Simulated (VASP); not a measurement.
Runs of VASP 6.6.1 on Si2N. The structure is that of space group P6/mmm (No. 191), or close to it. The cells are those of the table. 

```csv
task,spin,cell,k mesh,cutoff (eV),gap on the mesh (eV),pressure (GPa),moment (μB),relaxed volume (Å³/atom)
single point,"collinear, ferromagnetic start","a = 3.893, b = 3.893, c = 3.020 Å, angles 90.0, 90.0, 120.0°, 3 atoms",6 × 6 × 6,520,none,0.0,0.00,-
relaxation of cell and atoms,off,"relaxed from a = 3.893, b = 3.893, c = 3.020 Å, angles 90.0, 90.0, 120.0°, 3 atoms",12 × 12 × 16,600,none,0.0,-,13.26
single point,"collinear, ferromagnetic start","a = 4.079, b = 4.079, c = 2.838 Å, angles 90.0, 90.0, 120.0°, 3 atoms",6 × 6 × 6,520,none,(a),0.73,-
single point,off,"a = 3.893, b = 3.893, c = 3.036 Å, angles 90.0, 90.0, 120.0°, 3 atoms",12 × 12 × 16,520,none,-0.2,-,-
relaxation of cell and atoms,"collinear, ferromagnetic start","relaxed from a = 4.079, b = 4.079, c = 2.838 Å, angles 90.0, 90.0, 120.0°, 3 atoms",6 × 6 × 6,600,none,-0.4,0.00,13.26
```

Alike in all rows: level PBE; potentials or basis VASP PAW PBE potentials, release 64 (Si, N); smearing gaussian 0.1 eV.

Q: Estimate the missing entries.

A: (a) -5.8.

Caveats: some runs use coarse meshes.

A gap of «none» marks levels without a gap at the run's occupations.
